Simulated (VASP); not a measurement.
# WCl2F2 (I4/mmm) in VASP: a series of runs

WCl2F2 is run at these levels: PBE; tasks: single point.

Everything below comes from runs of VASP 6.6.1. Logs are shortened: lines on timing, memory, paths and dates and some standing lists are left out, and cuts for length are marked.

## (1) The cell of the first run

The structure is tetragonal, space group I4/mmm (No. 139). Conventional cell: a = 4.367 Å, b = 4.367 Å, c = 9.938 Å, α = 90.00°, β = 90.00°, γ = 90.00°. Within 4.4 Å of W (site symmetry 4/mmm) lie 8 F at 3.31 Å and 10 Cl at 3.41 to 3.52 Å and 4 W at 4.37 Å. Within 3.2 Å of Cl (site symmetry 4mm) lie 4 F at 2.42 Å and 1 Cl at 2.90 Å. F (site symmetry -4m2) has 4 Cl at 2.42 Å and 4 F at 3.09 Å within 3.2 Å.

## (2) Single point, PBE

Contents of INCAR:

```
PREC = Accurate ; ENCUT = 520
EDIFF = 1E-6 ; ISMEAR = 0
SIGMA = 0.1 ; LREAL = False
LASPH = True ; NELM = 60
ALGO = Normal ; ISIF = 2
LWAVE = False ; LCHARG = True
GGA = PE ; LELF = True
LVHAR = True ; NBANDS = 29
```

Contents of KPOINTS:

```
Automatic mesh
0
Gamma
  6 6 6
```

Contents of POSCAR:

```
WCl2F2
1.0
   -2.1837215100      2.1837215100      4.9690102100
    2.1837215100     -2.1837215100      4.9690102100
    2.1837215100      2.1837215100     -4.9690102100
W Cl F
1 2 2
Direct
    0.0000000000      0.0000000000      0.0000000000
    0.3540000000      0.3540000000      0.0000000000
    0.6460000000      0.6460000000      0.0000000000
    0.7500000000      0.2500000000      0.5000000000
    0.2500000000      0.7500000000      0.5000000000
```

Potentials or basis: VASP PAW PBE potentials, release 64 (W_sv, Cl, F).

The run is started by

```sh
> cat potpaw_PBE.64/W_sv/POTCAR potpaw_PBE.64/Cl/POTCAR potpaw_PBE.64/F/POTCAR > POTCAR
> mpirun -np 1 vasp_std > vasp.out
```

OUTCAR:

```text
PREC = Accurate
   ENCUT = 520
   EDIFF = 1E-6
   ISMEAR = 0
   LREAL = False
   LASPH = True
   NELM = 60
   ISIF = 2
   GGA = PE

 ion  position               nearest neighbor table
   1  0.000  0.000  0.000-
   2  0.354  0.354  0.000-
   3  0.646  0.646  0.000-
   4  0.750  0.250  0.500-
   5  0.250  0.750  0.500-

  LATTYP: Found a body centered tetragonal cell.
 ALAT       =     4.3674430200
 C/A-ratio  =     2.2754779798

  Lattice vectors:

 A1 = (  -2.1837215100,   2.1837215100,   4.9690102100)
 A2 = (   2.1837215100,  -2.1837215100,   4.9690102100)
 A3 = (   2.1837215100,   2.1837215100,  -4.9690102100)

Analysis of symmetry for initial positions (statically):
=====================================================================
 Subroutine PRICEL returns:
 Original cell was already a primitive cell.

 Routine SETGRP: Setting up the symmetry group for a
 body centered tetragonal supercell.

 Subroutine GETGRP returns: Found 16 space group operations
 (whereof 16 operations were pure point group operations)
 out of a pool of 16 trial point group operations.

The static configuration has the point symmetry D_4h.

Analysis of symmetry for dynamics (positions and initial velocities):
=====================================================================
 Subroutine PRICEL returns:
 Original cell was already a primitive cell.

 Routine SETGRP: Setting up the symmetry group for a
 body centered tetragonal supercell.

 Subroutine GETGRP returns: Found 16 space group operations
 (whereof 16 operations were pure point group operations)
 out of a pool of 16 trial point group operations.

The dynamic configuration has the point symmetry D_4h.

 Subroutine INISYM returns: Found 16 space group operations
 (whereof 16 operations are pure point group operations),
 and found     1 'primitive' translations

----------------------------------------------------------------------------------------

                                     Primitive cell

  volume of cell :      94.7817

  direct lattice vectors                    reciprocal lattice vectors
    -2.183721510  2.183721510  4.969010210     0.000000000  0.228966925  0.100623661
     2.183721510 -2.183721510  4.969010210     0.228966925  0.000000000  0.100623661
     2.183721510  2.183721510 -4.969010210     0.228966925  0.228966925  0.000000000

  length of vectors
     5.850499272  5.850499272  5.850499272     0.250101927  0.250101927  0.323808131

  position of ions in fractional coordinates (direct lattice)
     0.000000000  0.000000000  0.000000000
     0.354000000  0.354000000  0.000000000
     0.646000000  0.646000000  0.000000000
     0.750000000  0.250000000  0.500000000
     0.250000000  0.750000000  0.500000000

  ion indices of the primitive-cell ions
   primitive index   ion index
                 1           1
                 2           2
                 3           3
                 4           4
                 5           5

----------------------------------------------------------------------------------------

 KPOINTS: Automatic mesh

Automatic generation of k-mesh.
 Grid dimensions read from file:
 generate k-points for:    6    6    6

 Generating k-lattice:

  Cartesian coordinates                     Fractional coordinates (reciprocal lattice)
     0.000000000  0.038161154  0.016770610     0.166666667  0.000000000 -0.000000000
     0.038161154  0.000000000  0.016770610     0.000000000  0.166666667 -0.000000000
     0.038161154  0.038161154  0.000000000     0.000000000  0.000000000  0.166666667

  Length of vectors
     0.041683655  0.041683655  0.053968022

  Shift w.r.t. Gamma in fractional coordinates (k-lattice)
     0.000000000  0.000000000  0.000000000

 Subroutine IBZKPT returns following result:
 ===========================================

 Found     30 irreducible k-points:

 Following reciprocal coordinates:
            Coordinates               Weight
  0.000000  0.000000  0.000000      1.000000
  0.166667  0.000000 -0.000000      8.000000
  0.333333  0.000000 -0.000000      8.000000
  0.500000  0.000000 -0.000000      4.000000
  0.166667  0.166667 -0.000000      8.000000
  0.333333  0.166667 -0.000000     16.000000
[... 16 lines left out ...]
 -0.333333 -0.333333  0.166667      8.000000
 -0.166667 -0.333333  0.166667      8.000000
 [... further k-points ...]
   k-points           NKPTS =     30   k-points in BZ     NKDIM =     30   number of bands    NBANDS=     29
   number of dos      NEDOS =    301   number of ions     NIONS =      5
   total plane-waves  NPLWV = 110592
   dimension x,y,z NGX =    48 NGY =   48 NGZ =   48
   dimension x,y,z NGXF=    96 NGYF=   96 NGZF=   96
   ions per type =               1   2   2
   NGX,Y,Z   is equivalent  to a cutoff of  13.64, 13.64, 13.64 a.u.
   NGXF,Y,Z  is equivalent  to a cutoff of  27.28, 27.28, 27.28 a.u.
 SYSTEM =  unknown system
   PREC   = accura    normal or accurate (medium, high low for compatibility)
   ISTART =      0    job   : 0-new  1-cont  2-samecut
   ICHARG =      2    charge: 1-file 2-atom 10-const
   ISPIN  =      1    spin polarized calculation?
   LNONCOLLINEAR =      F non collinear calculations
   LSORBIT =      F    spin-orbit coupling
   LASPH  =      T    aspherical Exc in radial PAW
   ENCUT  =  520.0 eV  38.22 Ry    6.18 a.u.  10.88 10.88 10.88*2*pi/ulx,y,z
   NELM   =     60;   NELMIN=  2; NELMDL= -5     # of ELM steps
   EDIFF  = 0.1E-05   stopping-criterion for ELM
   LREAL  =      F    real-space projection
   EDIFFG = 0.1E-04   stopping-criterion for IOM
   NSW    =      0    number of steps for IOM
   IBRION =     -1    ionic relax: 0-MD 1-quasi-New 2-CG
   NFREE  =      0    steps in history (QN), initial steepest desc. (CG)
   ISIF   =      2    stress and relaxation
   ISYM   =      2    0-nonsym 1-usesym 2-fastsym
   POTIM  = 0.5000    time-step for ionic-motion
   TEBEG  =    0.0;   TEEND  =   0.0 temperature during run
   PSTRESS=    0.0 pullay stress
   NELECT =      42.0000    total number of electrons
   NUPDOWN=      -1.0000    fix difference up-down
   EMIN   =  10.00;   EMAX   =-10.00  energy-range for DOS
   EFERMI =   0.00;   METHOD = LEGACY
   ISMEAR =     0;   SIGMA  =   0.10  broadening in eV -4-tet -1-fermi 0-gaus
   EFERMI_NEDOS =   21; number of points for ismear=-14 and -15
   IALGO  =     38    algorithm
   IMIX   =      4    mixing-type and parameters
     AMIX     =   0.40;   BMIX     =  1.00
     AMIX_MAG =   1.60;   BMIX_MAG =  1.00
  volume/ion in A,a.u.               =      18.96       127.92
  Fermi-wavevector in a.u.,A,eV,Ry     =   1.248101  2.358569 21.194565  1.557757
  Thomas-Fermi vector in A             =   2.382203
   LORBIT       =      0    0 simple, 1 ext, 2 COOP (PROOUT), +10 PAW based schemes
   GGA     = PE    functional components
   LHFCALC =     F    Hartree Fock is set to
   AEXX    =    0.0000 exact exchange contribution
   IVDW    =     0    specifies the selected vdW correction
   LEPSILON=     F    determine dielectric tensor
   LRPA    =     F    only Hartree local field effects (RPA)
 non-spin polarized calculation
 Gauss-broadening in eV      SIGMA  =   0.10
  energy-cutoff  :      520.00
  volume of cell :       94.78
 maximum number of plane-waves:      2586
 NGX is ok and might be reduce to    48
   NGX = 21   NGY = 21   NGZ = 21

 number of electron      42.0000003 magnetization

 Free energy of the ion-electron system (eV)
  ---------------------------------------------------
  ext. energy  EPLUGINS =         0.00000000
  ---------------------------------------------------
  free energy    TOTEN  =       -12.93885210 eV

  energy without entropy =      -12.87586476  energy(sigma->0) =      -12.90735843

 E-fermi :   2.4523     XC(G=0):  -9.7154

 val. band max:        2.4515724257   @ k =   0.5000   0.5000  -0.0000
 cond. band min:       2.4692245405   @ k =   0.5000   0.0000  -0.0000
 fundamental gap:      0.0176521149
 Fermi energy:         2.4523229021

 k-point     1 :       0.0000    0.0000    0.0000
  band No.  band energies     occupation
      1     -72.9048      2.00000
      2     -37.0740      2.00000
      3     -36.9280      2.00000
      4     -36.9280      2.00000
      5     -18.9948      2.00000
      6     -18.5776      2.00000
[... 21 lines left out ...]
     28      10.4483      0.00000
     29      10.4483      0.00000

 k-point     2 :       0.1667    0.0000   -0.0000
  band No.  band energies     occupation
      1     -72.9048      2.00000
      2     -37.0740      2.00000
      3     -36.9287      2.00000
      4     -36.9279      2.00000
      5     -18.9595      2.00000
      6     -18.5977      2.00000
[... 21 lines left out ...]
     28       9.5860      0.00000
     29      10.1436      0.00000

 k-point     3 :       0.3333    0.0000   -0.0000
  band No.  band energies     occupation
      1     -72.9048      2.00000
      2     -37.0739      2.00000
      3     -36.9302      2.00000
      4     -36.9278      2.00000
      5     -18.8685      2.00000
      6     -18.6590      2.00000
[... 21 lines left out ...]
     28       9.3759      0.00000
     29       9.7623      0.00000

 k-point     4 :       0.5000    0.0000   -0.0000
  band No.  band energies     occupation
      1     -72.9047      2.00000
      2     -37.0739      2.00000
      3     -36.9309      2.00000
      4     -36.9278      2.00000
      5     -18.7562      2.00000
      6     -18.7560      2.00000
[... 21 lines left out ...]
     28       9.3899      0.00000
     29       9.6381      0.00000

 k-point     5 :       0.1667    0.1667   -0.0000
  band No.  band energies     occupation
      1     -72.9048      2.00000
      2     -37.0740      2.00000
      3     -36.9287      2.00000
      4     -36.9287      2.00000
      5     -18.9267      2.00000
      6     -18.6138      2.00000
[... 21 lines left out ...]
     28       9.4740      0.00000
     29       9.4917      0.00000
[... 510 lines left out ...]
     28       9.1906      0.00000
     29       9.2877      0.00000

 k-point    22 :      -0.1667    0.5000    0.1667
  band No.  band energies     occupation
      1     -72.9048      2.00000
      2     -37.0739      2.00000
      3     -36.9302      2.00000
      4     -36.9278      2.00000
      5     -18.8652      2.00000
      6     -18.6595      2.00000
[... 21 lines left out ...]
     28       9.2865      0.00000
     29       9.9211      0.00000

 k-point    23 :      -0.3333   -0.3333    0.1667
  band No.  band energies     occupation
      1     -72.9048      2.00000
      2     -37.0740      2.00000
      3     -36.9287      2.00000
      4     -36.9287      2.00000
      5     -18.9224      2.00000
      6     -18.6143      2.00000
[... 21 lines left out ...]
     28       9.4640      0.00000
     29       9.6363      0.00000

 k-point    24 :      -0.1667   -0.3333    0.1667
  band No.  band energies     occupation
      1     -72.9048      2.00000
      2     -37.0740      2.00000
      3     -36.9287      2.00000
      4     -36.9279      2.00000
      5     -18.9553      2.00000
      6     -18.5982      2.00000
[... 21 lines left out ...]
     28       9.7018      0.00000
     29      10.2940      0.00000

 [... further k-points ...]
[... 5 lines left out ...]
  --------------------------------------------------------------------------------------
  -------------------------------------------------------------------------------------
  Total       -4.6319463     -4.6319463     -4.5490245      0.0000000     -0.0000000      0.0000000
  in kB      -78.2978285    -78.2978285    -76.8961276      0.0000000     -0.0000000      0.0000000
  external PRESSURE =     -77.8305949 kB  Pullay stress =       0.0000000 kB

 VOLUME and BASIS-vectors are now :
 -----------------------------------------------------------------------------
  energy-cutoff  :      520.00
  volume of cell :       94.78
      direct lattice vectors                 reciprocal lattice vectors
    -2.183721510  2.183721510  4.969010210     0.000000000  0.228966925  0.100623661
     2.183721510 -2.183721510  4.969010210     0.228966925  0.000000000  0.100623661
     2.183721510  2.183721510 -4.969010210     0.228966925  0.228966925  0.000000000

 POSITION                                       TOTAL-FORCE (eV/Angst)
 -----------------------------------------------------------------------------------
      0.00000      0.00000      0.00000         0.000000      0.000000     -0.000000
      0.00000      0.00000      3.51806        -0.000000     -0.000000      1.412829
      0.00000      0.00000      6.41996         0.000000      0.000000     -1.412829
      0.00000      2.18372      2.48451         0.000000      0.000000     -0.000000
      2.18372      0.00000      2.48451         0.000000      0.000000     -0.000000
 -----------------------------------------------------------------------------------
    total drift:                                0.000000     -0.000000      0.000000

  FREE ENERGIE OF THE ION-ELECTRON SYSTEM (eV)
  ---------------------------------------------------
  free  energy   TOTEN  =       -12.9388521003 eV

  energy  without entropy=      -12.8758647626  energy(sigma->0) =      -12.90735843
```

Wall time 3.7 min (1 thread of Intel Xeon 6975P-C, shared host); peak memory 0.36 GiB.

What came out:

* Free energy: -12.9389 eV
* Pressure: -7.8 GPa
* Largest force: 1.413 eV/Å
* Band gap on the k mesh: zero (band 21 reaches 2.69 eV, above the bottom of band 22 at 2.12 eV)

Forces in eV/Å, atoms in the order of the input:
```
W    0.000  0.000  0.000
Cl   0.000  0.000  1.413
Cl   0.000  0.000 -1.413
F    0.000  0.000  0.000
F    0.000  0.000  0.000
```

Stress tensor (GPa, compression positive):
```
-7.83  0.00  0.00
 0.00 -7.83  0.00
 0.00  0.00 -7.69
```

Levels at points of the mesh, in eV from the Fermi level:
```tsv
k point	band 19	band 20	band 21	band 22	band 23	band 24
(0.00, 0.00, 0.00)	-0.57	-0.33	-0.11	-0.11	-0.08	0.17
(0.50, 0.00, 0.00)	-0.75	-0.25	-0.18	0.00	0.02	0.50
(0.50, 0.50, 0.00)	-0.36	-0.04	0.00	0.27	0.29	0.40
(0.50, 0.50, 0.50)	-0.75	-0.41	-0.33	-0.33	-0.07	0.62
```

Caveat: spin-orbit coupling is left out, which moves the levels of the heavy elements; forces of over 1 eV/Å act on the atoms, so gaps and moduli don't describe the material at rest.

(Part 1 of 2 ends here.)
